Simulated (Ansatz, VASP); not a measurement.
**RbAs4 in VASP and in Ansatz**

The input INCAR:

```
ALGO = Normal
EDIFF = 1E-6
ENCUT = 520
GGA = PE
ISIF = 2
ISMEAR = 0
LASPH = T
LCHARG = F
LREAL = F
LWAVE = F
NBANDS = 22
NELM = 100
PREC = Accurate
SIGMA = 0.1
```

The input KPOINTS:

```
k-points
0
Gamma
  4 4 4
```

Contents of POSCAR:

```
RbAs4
1.0
    5.1070617300     -5.1070617300      0.0000000000
    5.1070617300      5.1070617300      0.0000000000
    0.0000000000      0.0000000000      4.6946093700
Rb As
1 4
Direct
    0.0000000000      0.0000000000      0.0000000000
    0.6950000000      0.3050000000      0.0000000000
    0.3050000000      0.6950000000      0.0000000000
    0.8050000000      0.8050000000      0.5000000000
    0.1950000000      0.1950000000      0.5000000000
```

Input for Ansatz:

```yaml
crystal:
  lattice:
    - [5.10706173, -5.10706173, 0.0]
    - [5.10706173, 5.10706173, 0.0]
    - [0.0, 0.0, 4.69460937]
  atoms:
    - { symbol: Rb, position: [0.0, 0.0, 0.0] }
    - { symbol: As, position: [0.695, 0.305, 0.0] }
    - { symbol: As, position: [0.305, 0.695, 0.0] }
    - { symbol: As, position: [0.805, 0.805, 0.5] }
    - { symbol: As, position: [0.195, 0.195, 0.5] }
basis:
  ecutwfc: 420
kpoints:
  mp_grid: { grid: [4, 4, 4] }
hamiltonian:
  xc: pbe
scf:
  occupations: { method: gaussian, width: 0.1 }
  lower_state_search: "off"
output:
  forces: true
  stress: true
  eigenvalues: true
```

Change from the starting cell: ordered vacancies on the cation sites of rutile (Cmmm, No. 65).

Alike in both runs: task single point; functional PBE; k mesh 4 × 4 × 4; occupations gaussian, width 0.1 eV; no spin polarisation.

|  | VASP | Ansatz |
| --- | --- | --- |
| version | VASP 6.6.1 | Ansatz 0.2.0 |
| potentials or method | VASP PAW PBE potentials, release 64 (Rb_sv, As), cutoff 520 eV | scalar-relativistic, plane waves, PAW |
| valence electrons in the cell | 29 | 69 |

|  | VASP | Ansatz | Ansatz less VASP |
| --- | --- | --- | --- |
| gap on the k mesh at the Fermi level (eV) | none | none | - |
| pressure (GPa) | -2.3 | -2.4 | -0.02 |
| traceless stress, the component that is largest in VASP (GPa) | 1.99 | 1.99 | -0.001 |
| rms of the force components (eV/Å) | 0.467 | 0.466 | -0.0012 |

Atom by atom the forces differ by 0.002 eV/Å (rms over components). A gap of «none» marks a metal or a gap that the smearing closes. VASP's potentials hold 29 valence electrons a cell and Ansatz's 69, so a difference there can come from the potentials and not from the codes.
